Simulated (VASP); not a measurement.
# Li2C (I4/mmm) in VASP: notebook

Li2C is run at these levels: PBE; tasks: single point, relaxation of cell and atoms.

Program: VASP 6.6.1. These are calculated values, not measurements. Logs are shortened: lines on timing, memory, paths and dates and some standing lists are left out, and cuts for length are marked.

## 1. The cell of the first run

The structure is tetragonal, space group I4/mmm (No. 139). The conventional cell has a = 2.687 Å, b = 2.687 Å, c = 7.385 Å, α = 90.00°, β = 90.00°, γ = 90.00°. Li (site symmetry 4mm) has 9 Li at 2.17 to 2.69 Å and 5 C at 2.19 to 2.60 Å within 2.9 Å. C (site symmetry 4/mmm) has 10 Li at 2.19 to 2.60 Å and 4 C at 2.69 Å within 2.9 Å.

## 2. Single point, PBE

File INCAR:

```
SYSTEM = Li2C
PREC = Accurate
ENCUT = 520
EDIFF = 1E-6
ISMEAR = 0
SIGMA = 0.1
LREAL = .False.
LASPH = .True.
NELM = 60
ALGO = Normal
ISIF = 2
LWAVE = .False.
LCHARG = .False.
GGA = PE
NBANDS = 12
```

File KPOINTS:

```
Automatic mesh
0
Gamma
  8 8 8
  0 0 0
```

File POSCAR:

```
Li2C
1.0
   -1.3434613542      1.3434613542      3.6923736029
    1.3434613542     -1.3434613542      3.6923736029
    1.3434613542      1.3434613542     -3.6923736029
Li C
2 1
Direct
    0.6472485131      0.6472485131      0.0000000000
    0.3527514869      0.3527514869      0.0000000000
    0.0000000000      0.0000000000      0.0000000000
```

Potentials or basis: VASP PAW PBE potentials, release 64 (Li_sv, C).

Run with:

```sh
$ cat potpaw_PBE.64/Li_sv/POTCAR potpaw_PBE.64/C/POTCAR > POTCAR
$ mpirun -np 1 vasp_std > vasp.out
```

OUTCAR:

```text
SYSTEM = Li2C
   PREC = Accurate
   ENCUT = 520
   EDIFF = 1E-6
   ISMEAR = 0
   LREAL = .False.
   LASPH = .True.
   NELM = 60
   ISIF = 2
   GGA = PE

 ion  position               nearest neighbor table
   1  0.647  0.647  0.000-   2 2.17   3 2.19   3 2.19   3 2.19   3 2.19   2 2.43   2 2.43   2 2.43
                             2 2.43
   2  0.353  0.353  0.000-   1 2.17   3 2.19   3 2.19   3 2.19   3 2.19   1 2.43   1 2.43   1 2.43
                             1 2.43
   3  0.000  0.000  0.000-   1 2.19   1 2.19   1 2.19   2 2.19   1 2.19   2 2.19   2 2.19   2 2.19

  LATTYP: Found a body centered tetragonal cell.
 ALAT       =     2.6869227084
 C/A-ratio  =     2.7484032878

  Lattice vectors:

 A1 = (  -1.3434613542,   1.3434613542,   3.6923736029)
 A2 = (   1.3434613542,  -1.3434613542,   3.6923736029)
 A3 = (   1.3434613542,   1.3434613542,  -3.6923736029)

Analysis of symmetry for initial positions (statically):
=====================================================================
 Subroutine PRICEL returns:
 Original cell was already a primitive cell.

 Routine SETGRP: Setting up the symmetry group for a
 body centered tetragonal supercell.

 Subroutine GETGRP returns: Found 16 space group operations
 (whereof 16 operations were pure point group operations)
 out of a pool of 16 trial point group operations.

The static configuration has the point symmetry D_4h.

Analysis of symmetry for dynamics (positions and initial velocities):
=====================================================================
 Subroutine PRICEL returns:
 Original cell was already a primitive cell.

 Routine SETGRP: Setting up the symmetry group for a
 body centered tetragonal supercell.

 Subroutine GETGRP returns: Found 16 space group operations
 (whereof 16 operations were pure point group operations)
 out of a pool of 16 trial point group operations.

The dynamic configuration has the point symmetry D_4h.

 Subroutine INISYM returns: Found 16 space group operations
 (whereof 16 operations are pure point group operations),
 and found     1 'primitive' translations

----------------------------------------------------------------------------------------

                                     Primitive cell

  volume of cell :      26.6573

  direct lattice vectors                    reciprocal lattice vectors
    -1.343461354  1.343461354  3.692373603     0.000000000  0.372172968  0.135414249
     1.343461354 -1.343461354  3.692373603     0.372172968  0.000000000  0.135414249
     1.343461354  1.343461354 -3.692373603     0.372172968  0.372172968  0.000000000

  length of vectors
     4.152517266  4.152517266  4.152517266     0.396042595  0.396042595  0.526332059

[... 98 lines left out ...]
   EFERMI_NEDOS =   21; number of points for ismear=-14 and -15
   IALGO  =     38    algorithm
   IMIX   =      4    mixing-type and parameters
     AMIX     =   0.40;   BMIX     =  1.00
     AMIX_MAG =   1.60;   BMIX_MAG =  1.00
  volume/ion in A,a.u.               =       8.89        59.96
  Fermi-wavevector in a.u.,A,eV,Ry     =   1.180691  2.231182 18.966939  1.394031
  Thomas-Fermi vector in A             =   2.316978
   LORBIT       =      0    0 simple, 1 ext, 2 COOP (PROOUT), +10 PAW based schemes
   GGA     = PE    functional components
   LHFCALC =     F    Hartree Fock is set to
   AEXX    =    0.0000 exact exchange contribution
   IVDW    =     0    specifies the selected vdW correction
   LEPSILON=     F    determine dielectric tensor
   LRPA    =     F    only Hartree local field effects (RPA)
 non-spin polarized calculation
 Gauss-broadening in eV      SIGMA  =   0.10
  energy-cutoff  :      520.00
  volume of cell :       26.66
 maximum number of plane-waves:       730
   NGX = 15   NGY = 15   NGZ = 15

 number of electron      10.0000004 magnetization

 Free energy of the ion-electron system (eV)
  ---------------------------------------------------
  ext. energy  EPLUGINS =         0.00000000
  ---------------------------------------------------
  free energy    TOTEN  =       -10.77923586 eV

  energy without entropy =      -10.76761516  energy(sigma->0) =      -10.77342551

 E-fermi :   3.5686     XC(G=0):  -9.9752

 val. band max:        3.5652347981   @ k =   0.1250   0.1250   0.1250
 cond. band min:       3.5842560825   @ k =   0.2500   0.2500   0.0000
 fundamental gap:      0.0190212844
 Fermi energy:         3.5686144022

 k-point     1 :       0.0000    0.0000    0.0000
  band No.  band energies     occupation
      1     -41.5915      2.00000
      2     -41.3620      2.00000
      3      -7.3728      2.00000
      4       2.3921      2.00000
      5       4.6199      0.00000
      6       5.9489      0.00000
      7       5.9489      0.00000
      8      15.1755      0.00000
      9      16.0660      0.00000
     10      16.0660      0.00000
     11      17.5823      0.00000
     12      19.5149      0.00000
[... 331 lines left out ...]
 k-point    24 :       0.3750    0.1250    0.1250
  band No.  band energies     occupation
      1     -41.4767      2.00000
      2     -41.3906      2.00000
      3      -4.6638      2.00000
      4       0.2703      2.00000
      5       2.6025      2.00000
      6       3.7615      0.00637
      7       8.5762      0.00000
      8      10.3837      0.00000
      9      13.8414      0.00000
     10      15.0967      0.00000
     11      17.4048      0.00000
     12      19.0561      0.00000

 [... further k-points ...]

------------------------ aborting loop because EDIFF is reached ----------------------------------------

  FORCE on cell =-STRESS in cart. coord.  units (eV):
  Direction    XX          YY          ZZ          XY          YZ          ZX
  --------------------------------------------------------------------------------------
  -------------------------------------------------------------------------------------
  Total       -0.0245678     -0.0245678      0.0402885      0.0000000      0.0000000      0.0000000
  in kB       -1.4765937     -1.4765937      2.4214486      0.0000000      0.0000000      0.0000000
  external PRESSURE =      -0.1772462 kB  Pullay stress =       0.0000000 kB

 VOLUME and BASIS-vectors are now :
 -----------------------------------------------------------------------------
  energy-cutoff  :      520.00
  volume of cell :       26.66
      direct lattice vectors                 reciprocal lattice vectors
    -1.343461354  1.343461354  3.692373603     0.000000000  0.372172968  0.135414249
     1.343461354 -1.343461354  3.692373603     0.372172968  0.000000000  0.135414249
     1.343461354  1.343461354 -3.692373603     0.372172968  0.372172968  0.000000000

 POSITION                                       TOTAL-FORCE (eV/Angst)
 -----------------------------------------------------------------------------------
      0.00000      0.00000      4.77977        -0.000000     -0.000000     -0.012845
      0.00000      0.00000      2.60498         0.000000      0.000000      0.012845
      0.00000      0.00000      0.00000         0.000000      0.000000     -0.000000
 -----------------------------------------------------------------------------------
    total drift:                                0.000000      0.000000     -0.000000

  FREE ENERGIE OF THE ION-ELECTRON SYSTEM (eV)
  ---------------------------------------------------
  free  energy   TOTEN  =       -10.7792358556 eV

  energy  without entropy=      -10.7676151641  energy(sigma->0) =      -10.77342551
```

OSZICAR:

```text
N       E                     dE             d eps       ncg     rms          rms(c)
DAV:   1     0.332016402040E+02    0.33202E+02   -0.50376E+03  1416   0.907E+02
DAV:   2    -0.643430372490E+01   -0.39636E+02   -0.38465E+02  1836   0.182E+02
DAV:   3    -0.110200519377E+02   -0.45857E+01   -0.45402E+01  2532   0.452E+01
DAV:   4    -0.110828304569E+02   -0.62779E-01   -0.62751E-01  1756   0.640E+00
DAV:   5    -0.110834414126E+02   -0.61096E-03   -0.61092E-03  2024   0.490E-01    0.264E+00
DAV:   6    -0.107943890339E+02    0.28905E+00   -0.78459E-01  1636   0.327E+00    0.127E+00
DAV:   7    -0.107803649345E+02    0.14024E-01   -0.71922E-02  1888   0.139E+00    0.713E-01
DAV:   8    -0.107792665491E+02    0.10984E-02   -0.13261E-02  1944   0.749E-01    0.130E-01
DAV:   9    -0.107792181043E+02    0.48445E-04   -0.18098E-03  1936   0.211E-01    0.742E-02
DAV:  10    -0.107792427787E+02   -0.24674E-04   -0.42077E-04  1704   0.102E-01    0.233E-02
DAV:  11    -0.107792350926E+02    0.76861E-05   -0.39750E-05  1732   0.335E-02    0.489E-03
DAV:  12    -0.107792358556E+02   -0.76295E-06   -0.17562E-06  1644   0.927E-03
   1 F= -.10779236E+02 E0= -.10773426E+02  d E =-.116207E-01
```

stdout:

```text
POSCAR found type information on POSCAR LiC
 POSCAR found :  2 types and       3 ions
 scaLAPACK will be used
 LDA part: xc-table for (Slater+PW92), standard interpolation
 POSCAR, INCAR and KPOINTS ok, starting setup
 FFT: planning ... GRIDC
 FFT: planning ... GRID_SOFT
 FFT: planning ... GRID
 WAVECAR not read
 entering main loop
```

Run time: 10 s. Hardware: 1 thread of Intel Xeon 6975P-C (Granite Rapids), shared host; peak memory 0.16 GiB.

What came out:

| Item | Value |
| --- | --- |
| Free energy | -10.7792 eV |
| Largest force | 0.013 eV/Å |
| Band gap on the k mesh | zero (band 5 reaches 5.81 eV, above the bottom of band 6 at 2.60 eV) |

Forces in eV/Å, atoms in the order of the input:
```
Li   0.000  0.000 -0.013
Li   0.000  0.000  0.013
C    0.000  0.000  0.000
```

Levels at points of the mesh, in eV from the Fermi level:
| k point | band 3 | band 4 | band 5 | band 6 | band 7 | band 8 |
| --- | --- | --- | --- | --- | --- | --- |
| (0.00, 0.00, 0.00) | -10.94 | -1.18 | 1.05 | 2.38 | 2.38 | 11.61 |
| (0.50, 0.00, 0.00) | -9.13 | -3.65 | -1.92 | 3.43 | 4.48 | 7.76 |
| (0.50, 0.50, 0.00) | -6.64 | -3.22 | -2.51 | 0.58 | 3.77 | 7.28 |
| (0.50, 0.50, 0.50) | -10.75 | -3.89 | 2.11 | 2.11 | 6.49 | 11.59 |

Caveat: the k points lie up to 0.41 Å⁻¹ apart; the cutoff is under 1.25 times the usual one of these potentials, so pressure, stress and relaxed cells hold a basis-set (Pulay) error.

## 3. Single point, PBE

This run uses another cell than the first one, of 10.23 Å³/atom, 1.151 times its volume.

File INCAR:

```
SYSTEM = Li2C
PREC = Accurate
ENCUT = 520
EDIFF = 1E-6
ISMEAR = 0
SIGMA = 0.1
LREAL = .FALSE.
LASPH = .TRUE.
NELM = 60
ALGO = Normal
ISIF = 2
LWAVE = .FALSE.
LCHARG = .FALSE.
GGA = PE
NBANDS = 12
```

File KPOINTS:

```
Automatic mesh
0
G
  8 8 8
  0 0 0
```

File POSCAR:

```
Li2C
1.0
   -1.4622279810      1.4622279810      3.5870280160
    1.4622279810     -1.4622279810      3.5870280160
    1.4622279810      1.4622279810     -3.5870280160
Li C
2 1
Direct
    0.6650000000      0.6650000000      0.0000000000
    0.3350000000      0.3350000000      0.0000000000
    0.0000000000      0.0000000000      0.0000000000
```

Potentials or basis: VASP PAW PBE potentials, release 64 (Li_sv, C).

Run with:

```sh
$ cat potpaw_PBE.64/Li_sv/POTCAR potpaw_PBE.64/C/POTCAR > POTCAR
$ mpirun -np 1 vasp_std > vasp.out
```

Run time: 10 s. Hardware: 1 thread of Intel Xeon 6975P-C (Granite Rapids), shared host; peak memory 0.17 GiB.

It converged, with:

| Quantity | Value |
| --- | --- |
| Free energy | -10.5741 eV |
| Largest force | 0.615 eV/Å |
| Band gap on the k mesh | zero (band 5 reaches 4.60 eV, above the bottom of band 6 at 1.68 eV) |

Forces on the atoms (eV/Å):
```
Li   0.000  0.000 -0.615
Li   0.000  0.000  0.615
C    0.000  0.000  0.000
```

Levels at points of the mesh, in eV from the Fermi level:
```csv
k point,band 2,band 3,band 4,band 5,band 6,band 7,band 8,band 9
"(0.00, 0.00, 0.00)",-44.94,-10.00,-0.64,2.14,2.14,2.86,8.72,10.41
"(0.50, 0.00, 0.00)",-45.01,-8.55,-2.89,-1.33,2.81,4.46,8.07,12.15
"(0.50, 0.50, 0.00)",-45.00,-6.91,-2.56,-1.51,0.45,3.29,6.57,7.54
"(0.50, 0.50, 0.50)",-44.99,-9.73,-3.23,1.71,1.71,7.89,9.10,10.64
```

Caveat: the k points lie up to 0.38 Å⁻¹ apart; the cutoff is under 1.25 times the usual one of these potentials, so pressure, stress and relaxed cells hold a basis-set (Pulay) error.

[end of part 1 of 2]
